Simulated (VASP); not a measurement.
# TaN (Amm2) in VASP: a series of runs

TaN is run at these levels: PBEsol; tasks: single point.

All numbers are computed with VASP 6.6.1; they aren't measurements. Logs are shortened: lines on timing, memory, paths and dates and some standing lists are left out, and cuts for length are marked.

### Step 1. The cell of the first run

The structure is orthorhombic, space group Amm2 (No. 38). Conventional cell: a = 2.883 Å, b = 2.938 Å, c = 5.140 Å, α = 90.00°, β = 90.00°, γ = 90.00°. Within 3.0 Å of Ta (site symmetry mm2) lie 6 N at 2.23 to 2.24 Å and 8 Ta at 2.88 to 2.96 Å. N (site symmetry mm2) has 6 Ta at 2.23 to 2.24 Å and 8 N at 2.88 to 2.96 Å within 3.0 Å.

### Step 2. Single point, PBEsol (strain +0.0100 x Voigt [0, 1, 0, 0, 0, 0])

Contents of INCAR:

```
ALGO = Normal ; EDIFF = 1E-6
ENCUT = 520 ; GGA = PS
ISIF = 2 ; ISMEAR = 0
LASPH = True ; LCHARG = False
LREAL = False ; LWAVE = False
NBANDS = 15 ; NELM = 100
PREC = Accurate ; SIGMA = 0.15
```

Contents of KPOINTS:

```
k-points
0
Gamma
  18 18 16
```

Contents of POSCAR:

```
TaN
1.0
    2.9379988584      0.0000000000      0.0000000000
   -1.4689994292      2.5698254642      0.0000000000
    0.0000000000      0.0000000000      2.8830000000
Ta N
1 1
Direct
    0.3333333333      0.6666666667      0.5000000000
    0.0000000000      0.0000000000      0.0000000000
```

Potentials or basis: VASP PAW PBE potentials, release 64 (Ta_pv, N).

Started as:

```bash
$ cat potpaw_PBE.64/Ta_pv/POTCAR potpaw_PBE.64/N/POTCAR > POTCAR
$ mpirun -np 1 vasp_std > vasp.out
```

OUTCAR:

```text
EDIFF = 1E-6
   ENCUT = 520
   GGA = PS
   ISIF = 2
   ISMEAR = 0
   LASPH = True
   LREAL = False
   NELM = 100
   PREC = Accurate

 ion  position               nearest neighbor table
   1  0.333  0.667  0.500-   2 2.23   2 2.23   2 2.23   2 2.23   2 2.24   2 2.24
   2  0.000  0.000  0.000-   1 2.23   1 2.23   1 2.23   1 2.23   1 2.24   1 2.24

  LATTYP: Found a base centered orthorhombic cell.
 ALAT       =     2.9379988584
 B/A-ratio  =     1.7493713157
 C/A-ratio  =     0.9812801635

  Lattice vectors:

 A1 = (   1.4689994292,  -2.5698254642,   0.0000000000)
 A2 = (   1.4689994292,   2.5698254642,   0.0000000000)
 A3 = (   0.0000000000,   0.0000000000,   2.8830000000)

Analysis of symmetry for initial positions (statically):
=====================================================================
 Subroutine PRICEL returns:
 Original cell was already a primitive cell.

 Routine SETGRP: Setting up the symmetry group for a
 base centered orthorhombic supercell.

 Subroutine GETGRP returns: Found  4 space group operations
 (whereof  4 operations were pure point group operations)
 out of a pool of  8 trial point group operations.

The static configuration has the point symmetry C_2v.

Analysis of symmetry for dynamics (positions and initial velocities):
=====================================================================
 Subroutine PRICEL returns:
 Original cell was already a primitive cell.

 Routine SETGRP: Setting up the symmetry group for a
 base centered orthorhombic supercell.

 Subroutine GETGRP returns: Found  4 space group operations
 (whereof  4 operations were pure point group operations)
 out of a pool of  8 trial point group operations.

The dynamic configuration has the point symmetry C_2v.

 Subroutine INISYM returns: Found  4 space group operations
 (whereof  4 operations are pure point group operations),
 and found     1 'primitive' translations

----------------------------------------------------------------------------------------

                                     Primitive cell

  volume of cell :      21.7671

  direct lattice vectors                    reciprocal lattice vectors
     2.937998858  0.000000000  0.000000000     0.340367729  0.194565743  0.000000000
    -1.468999429  2.569825464  0.000000000     0.000000000  0.389131485  0.000000000
     0.000000000  0.000000000  2.883000000     0.000000000  0.000000000  0.346860909

  length of vectors
     2.937998858  2.960061188  2.883000000     0.392053592  0.389131485  0.346860909

  position of ions in fractional coordinates (direct lattice)
     0.333333333  0.666666667  0.500000000
     0.000000000  0.000000000  0.000000000

  ion indices of the primitive-cell ions
   primitive index   ion index
                 1           1
                 2           2

----------------------------------------------------------------------------------------

 KPOINTS: k-points

Automatic generation of k-mesh.
 Grid dimensions read from file:
 generate k-points for:   18   18   16

 Generating k-lattice:

  Cartesian coordinates                     Fractional coordinates (reciprocal lattice)
     0.018909318  0.010809208  0.000000000     0.055555556  0.000000000  0.000000000
     0.000000000  0.021618416  0.000000000     0.000000000  0.055555556  0.000000000
     0.000000000  0.000000000  0.021678807     0.000000000  0.000000000  0.062500000

  Length of vectors
     0.021780755  0.021618416  0.021678807

  Shift w.r.t. Gamma in fractional coordinates (k-lattice)
     0.000000000  0.000000000  0.000000000

 Subroutine IBZKPT returns following result:
 ===========================================

 Found    819 irreducible k-points:

 Following reciprocal coordinates:
            Coordinates               Weight
  0.000000  0.000000  0.000000      1.000000
  0.055556  0.000000  0.000000      4.000000
  0.111111  0.000000  0.000000      4.000000
  0.166667  0.000000  0.000000      4.000000
  0.222222  0.000000  0.000000      4.000000
  0.277778  0.000000  0.000000      4.000000
[... 16 lines left out ...]
 -0.333333  0.055556  0.000000      4.000000
 -0.277778  0.055556  0.000000      4.000000
 [... further k-points ...]
   k-points           NKPTS =    819   k-points in BZ     NKDIM =    819   number of bands    NBANDS=     15
   number of dos      NEDOS =    301   number of ions     NIONS =      2
   total plane-waves  NPLWV =  13824
   dimension x,y,z NGX =    24 NGY =   24 NGZ =   24
   dimension x,y,z NGXF=    48 NGYF=   48 NGZF=   48
   ions per type =               1   1
   NGX,Y,Z   is equivalent  to a cutoff of  13.58, 13.48, 13.84 a.u.
   NGXF,Y,Z  is equivalent  to a cutoff of  27.16, 26.96, 27.68 a.u.
 SYSTEM =  unknown system
   PREC   = accura    normal or accurate (medium, high low for compatibility)
   ISTART =      0    job   : 0-new  1-cont  2-samecut
   ICHARG =      2    charge: 1-file 2-atom 10-const
   ISPIN  =      1    spin polarized calculation?
   LNONCOLLINEAR =      F non collinear calculations
   LSORBIT =      F    spin-orbit coupling
   LASPH  =      T    aspherical Exc in radial PAW
   ENCUT  =  520.0 eV  38.22 Ry    6.18 a.u.   5.46  5.50  5.36*2*pi/ulx,y,z
   NELM   =    100;   NELMIN=  2; NELMDL= -5     # of ELM steps
   EDIFF  = 0.1E-05   stopping-criterion for ELM
   LREAL  =      F    real-space projection
   EDIFFG = 0.1E-04   stopping-criterion for IOM
   NSW    =      0    number of steps for IOM
   IBRION =     -1    ionic relax: 0-MD 1-quasi-New 2-CG
   NFREE  =      0    steps in history (QN), initial steepest desc. (CG)
   ISIF   =      2    stress and relaxation
   ISYM   =      2    0-nonsym 1-usesym 2-fastsym
   POTIM  = 0.5000    time-step for ionic-motion
   TEBEG  =    0.0;   TEEND  =   0.0 temperature during run
   PSTRESS=    0.0 pullay stress
   NELECT =      16.0000    total number of electrons
   NUPDOWN=      -1.0000    fix difference up-down
   EMIN   =  10.00;   EMAX   =-10.00  energy-range for DOS
   EFERMI =   0.00;   METHOD = LEGACY
   ISMEAR =     0;   SIGMA  =   0.15  broadening in eV -4-tet -1-fermi 0-gaus
   EFERMI_NEDOS =   21; number of points for ismear=-14 and -15
   IALGO  =     38    algorithm
   IMIX   =      4    mixing-type and parameters
     AMIX     =   0.40;   BMIX     =  1.00
     AMIX_MAG =   1.60;   BMIX_MAG =  1.00
  volume/ion in A,a.u.               =      10.88        73.45
  Fermi-wavevector in a.u.,A,eV,Ry     =   1.477457  2.791989 29.699876  2.182879
  Thomas-Fermi vector in A             =   2.591859
   LORBIT       =      0    0 simple, 1 ext, 2 COOP (PROOUT), +10 PAW based schemes
   GGA     = PS    functional components
   LHFCALC =     F    Hartree Fock is set to
   AEXX    =    0.0000 exact exchange contribution
   IVDW    =     0    specifies the selected vdW correction
   LEPSILON=     F    determine dielectric tensor
   LRPA    =     F    only Hartree local field effects (RPA)
 non-spin polarized calculation
 Gauss-broadening in eV      SIGMA  =   0.15
  energy-cutoff  :      520.00
  volume of cell :       21.77
 maximum number of plane-waves:       607
 NGX is ok and might be reduce to    24
   NGX = 11   NGY = 11   NGZ = 11

 number of electron      16.0000000 magnetization

 Free energy of the ion-electron system (eV)
  ---------------------------------------------------
  ext. energy  EPLUGINS =         0.00000000
  ---------------------------------------------------
  free energy    TOTEN  =       -23.79349204 eV

  energy without entropy =      -23.79282297  energy(sigma->0) =      -23.79315751

 E-fermi :   7.9612     XC(G=0): -13.4501

 val. band max:        7.9442479412   @ k =   0.0000   0.0000   0.3750
 cond. band min:       7.9754379583   @ k =   0.0556   0.0000   0.5000
 fundamental gap:      0.0311900172
 Fermi energy:         7.9612390387

 k-point     1 :       0.0000    0.0000    0.0000
  band No.  band energies     occupation
      1     -26.8050      2.00000
      2     -26.5741      2.00000
      3     -26.5521      2.00000
      4      -9.6763      2.00000
      5       3.3681      2.00000
      6       3.4931      2.00000
      7       3.8254      2.00000
      8       5.1232      2.00000
      9      10.0889      0.00000
     10      11.5058      0.00000
     11      11.6336      0.00000
     12      11.9006      0.00000
     13      11.9450      0.00000
     14      20.9387      0.00000
     15      21.3857      0.00000

 k-point     2 :       0.0556    0.0000    0.0000
  band No.  band energies     occupation
      1     -26.8009      2.00000
      2     -26.5945      2.00000
      3     -26.5715      2.00000
      4      -9.6120      2.00000
      5       3.2386      2.00000
      6       3.4596      2.00000
      7       3.9256      2.00000
      8       5.0299      2.00000
      9      10.3326      0.00000
     10      11.4355      0.00000
     11      11.5705      0.00000
     12      11.8751      0.00000
     13      12.0258      0.00000
     14      20.9309      0.00000
     15      21.3811      0.00000

 k-point     3 :       0.1111    0.0000    0.0000
  band No.  band energies     occupation
      1     -26.7891      2.00000
      2     -26.6842      2.00000
      3     -26.5954      2.00000
      4      -9.4261      2.00000
      5       2.7487      2.00000
      6       3.5899      2.00000
      7       4.1605      2.00000
      8       4.7761      2.00000
      9      10.8879      0.00000
     10      11.1676      0.00000
     11      11.5836      0.00000
     12      11.7827      0.00000
     13      12.2552      0.00000
     14      20.9066      0.00000
     15      21.3705      0.00000

 k-point     4 :       0.1667    0.0000    0.0000
  band No.  band energies     occupation
      1     -26.8238      2.00000
      2     -26.7708      2.00000
      3     -26.6268      2.00000
      4      -9.1386      2.00000
      5       2.1236      2.00000
      6       3.7979      2.00000
      7       4.4225      2.00000
      8       4.4786      2.00000
      9      10.5806      0.00000
     10      11.6430      0.00000
     11      11.6577      0.00000
     12      11.8673      0.00000
     13      12.5473      0.00000
     14      20.8942      0.00000
     15      21.3618      0.00000
[... 307 lines left out ...]
 k-point    22 :      -0.3889    0.0556    0.0000
  band No.  band energies     occupation
      1     -27.3899      2.00000
      2     -26.7732      2.00000
      3     -26.6901      2.00000
      4      -7.8048      2.00000
      5       0.2185      2.00000
      6       3.1942      2.00000
      7       4.3324      2.00000
      8       5.1394      2.00000
      9      10.5415      0.00000
     10      10.9072      0.00000
     11      12.7081      0.00000
     12      13.3434      0.00000
     13      14.6046      0.00000
     14      21.0650      0.00000
     15      21.4087      0.00000

 k-point    23 :      -0.3333    0.0556    0.0000
  band No.  band energies     occupation
      1     -27.2510      2.00000
      2     -26.7370      2.00000
      3     -26.7106      2.00000
      4      -8.1591      2.00000
      5       0.6328      2.00000
      6       3.4716      2.00000
      7       4.2897      2.00000
      8       5.1056      2.00000
      9      10.1172      0.00000
     10      11.0812      0.00000
     11      12.3708      0.00000
     12      13.2337      0.00000
     13      13.9634      0.00000
     14      21.1814      0.00000
     15      21.4308      0.00000

 k-point    24 :      -0.2778    0.0556    0.0000
  band No.  band energies     occupation
      1     -27.0884      2.00000
      2     -26.7340      2.00000
      3     -26.6960      2.00000
      4      -8.5474      2.00000
      5       1.1539      2.00000
      6       3.8126      2.00000
      7       4.1293      2.00000
      8       4.9644      2.00000
      9      10.0439      0.00000
     10      11.2821      0.00000
     11      12.0300      0.00000
     12      13.0451      0.00000
     13      13.2383      0.00000
     14      21.0496      0.00000
     15      21.3732      0.00000

 [... further k-points ...]
[... 5 lines left out ...]
  --------------------------------------------------------------------------------------
  -------------------------------------------------------------------------------------
  Total       -0.8212410     -1.4044136     -0.7511558      0.0000000      0.0000000      0.0000000
  in kB      -60.4479152   -103.3726681    -55.2892554      0.0000000      0.0000000      0.0000000
  external PRESSURE =     -73.0366129 kB  Pullay stress =       0.0000000 kB

 VOLUME and BASIS-vectors are now :
 -----------------------------------------------------------------------------
  energy-cutoff  :      520.00
  volume of cell :       21.77
      direct lattice vectors                 reciprocal lattice vectors
     2.937998858  0.000000000  0.000000000     0.340367729  0.194565743  0.000000000
    -1.468999429  2.569825464  0.000000000     0.000000000  0.389131485  0.000000000
     0.000000000  0.000000000  2.883000000     0.000000000  0.000000000  0.346860909

 POSITION                                       TOTAL-FORCE (eV/Angst)
 -----------------------------------------------------------------------------------
     -0.00000      1.71322      1.44150        -0.000000     -0.013438      0.000000
      0.00000      0.00000      0.00000         0.000000      0.013438      0.000000
 -----------------------------------------------------------------------------------
    total drift:                                0.000000     -0.000033     -0.000000

  FREE ENERGIE OF THE ION-ELECTRON SYSTEM (eV)
  ---------------------------------------------------
  free  energy   TOTEN  =       -23.7934920423 eV

  energy  without entropy=      -23.7928229749  energy(sigma->0) =      -23.79315751
```

Run time: 4 min. Hardware: 1 thread of Intel Xeon 8259CL, shared host; peak memory 0.38 GiB.

Results:

| Property | Result |
| --- | --- |
| Free energy | -23.7935 eV |
| Pressure | -7.3 GPa |
| Largest force | 0.013 eV/Å |
| Band gap on the k mesh | zero (bands 8 and 9 overlap by 0.25 eV) |

Forces on the atoms (eV/Å):
```
Ta   0.000 -0.013  0.000
N    0.000  0.013  0.000
```

Levels at points of the mesh, in eV from the Fermi level:
```
           k point  band 4  band 5  band 6  band 7  band 8  band 9  band 10  band 11  band 12  band 13
(0.00, 0.00, 0.00)  -17.64   -4.59   -4.47   -4.14   -2.84    2.13     3.54     3.67     3.94     3.98
(0.50, 0.00, 0.00)  -15.35   -8.23   -5.08   -3.42   -3.17    2.97     3.96     5.20     5.23     7.38
(0.00, 0.50, 0.00)  -15.38   -8.25   -5.07   -3.44   -3.10    3.05     3.98     5.21     5.23     7.36
(0.00, 0.00, 0.50)  -14.99   -9.29   -3.74   -3.70   -0.17    0.03     2.51     3.21     3.32     8.06
(0.50, 0.00, 0.50)  -15.63   -7.26   -6.13   -5.68   -0.29    4.10     5.29     6.07     7.02    10.11
(0.00, 0.50, 0.50)  -15.64   -7.25   -6.12   -5.57   -0.38    4.13     5.25     6.02     7.01     9.96
```

Caveat: the cell differs from its parent crystal (strain +0.0100 x Voigt [0, 1, 0, 0, 0, 0]); the cell stands under tension; the PAW data sets were made with another functional, which shifts forces and pressure a little; spin-orbit coupling is left out, which moves the levels of the heavy elements.

### Step 3. Single point, PBEsol (strain +0.0150 x Voigt [0, 1, 0, 0, 0, 0])

Contents of INCAR:

```
SYSTEM = TaN
ALGO = Normal
EDIFF = 1E-6
ENCUT = 520
GGA = PS
ISIF = 2
ISMEAR = 0
LASPH = .True.
LCHARG = .False.
LREAL = .False.
LWAVE = .False.
NBANDS = 15
NELM = 100
PREC = Accurate
SIGMA = 0.15
```

Contents of KPOINTS:

```
k-points
0
Gamma
  18 18 16
  0 0 0
```

Contents of POSCAR:

```
TaN
1.0
    2.9379988584      0.0000000000      0.0000000000
   -1.4689994292      2.5825473724      0.0000000000
    0.0000000000      0.0000000000      2.8830000000
Ta N
1 1
Direct
    0.3333333333      0.6666666667      0.5000000000
    0.0000000000      0.0000000000      0.0000000000
```

Potentials or basis: VASP PAW PBE potentials, release 64 (Ta_pv, N).

Started as:

```bash
$ cat potpaw_PBE.64/Ta_pv/POTCAR potpaw_PBE.64/N/POTCAR > POTCAR
$ mpirun -np 1 vasp_std > vasp.out
```

Run time: 3.7 min. Hardware: 1 thread of Intel Xeon 8259CL, shared host; peak memory 0.38 GiB.

Results (log left out):

```
Free energy            : -23.7856 eV
Pressure               : -8.8 GPa
Largest force          : 0.018 eV/Å
Band gap on the k mesh : zero (bands 8 and 9 overlap by 0.19 eV)
```

Forces on the atoms (eV/Å):
```
Ta   0.000 -0.018  0.000
N    0.000  0.018  0.000
```

Stress tensor (GPa, compression positive):
```
 -6.96   0.00   0.00
  0.00 -13.34   0.00
  0.00   0.00  -6.20
```

Levels at points of the mesh, in eV from the Fermi level:
```
           k point  band 5  band 6  band 7  band 8  band 9  band 10  band 11  band 12
(0.00, 0.00, 0.00)   -4.63   -4.44   -4.11   -2.82    2.07     3.50     3.69     3.90
(0.50, 0.00, 0.00)   -8.20   -5.03   -3.40   -3.18    2.94     3.89     5.18     5.19
(0.00, 0.50, 0.00)   -8.24   -5.03   -3.43   -3.08    3.07     3.94     5.14     5.22
(0.00, 0.00, 0.50)   -9.26   -3.76   -3.70   -0.21    0.08     2.53     3.15     3.31
(0.50, 0.00, 0.50)   -7.24   -6.11   -5.69   -0.28    4.06     5.24     6.05     6.96
(0.00, 0.50, 0.50)   -7.23   -6.10   -5.53   -0.42    4.10     5.18     5.98     6.95
```

Caveat: the cell differs from its parent crystal (strain +0.0150 x Voigt [0, 1, 0, 0, 0, 0]); the cell stands under tension; the PAW data sets were made with another functional, which shifts forces and pressure a little; spin-orbit coupling is left out, which moves the levels of the heavy elements.
